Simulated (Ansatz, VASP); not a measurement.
## EuBi: VASP beside Ansatz

```xyz
2
Lattice="0.0000 3.6402 3.6402 3.6402 0.0000 3.6402 3.6402 3.6402 0.0000" Properties=species:S:1:pos:R:3 pbc="T T T"
Eu    0.0000    0.0000    0.0000
Bi    1.8201    1.8201    1.8201
```

Alike in both runs: task single point; functional PBEsol; k mesh 8 × 8 × 8; occupations gaussian, width 0.05 eV; collinear spin.

|  | VASP | Ansatz |
| --- | --- | --- |
| version | VASP 6.6.1 | Ansatz 0.2.0 |
| potentials or method | VASP PAW PBE potentials, release 64 (Eu, Bi_d), cutoff 520 eV | scalar-relativistic, plane waves, PAW |
| valence electrons in the cell | 32 | 32 |

VASP gave:

* gap on the k mesh at the Fermi level (eV): none
* pressure (GPa): -0.3
* net moment per atom (μB): 3.00
* size of the moment on the site where the two differ most (μB): 6.41

Task: Which values does Ansatz return?

Result: gap on the k mesh at the Fermi level (eV): none; pressure (GPa): -0.1; net moment per atom (μB): 3.00; size of the moment on the site where the two differ most (μB): 6.57.

VASP's potentials were made for PBE, not for PBEsol. Site moments also hang on the region over which each program counts them. A gap of «none» marks a metal or a gap that the smearing closes. Ansatz's warnings: given moment on shells.

Neither program's run includes spin-orbit coupling.
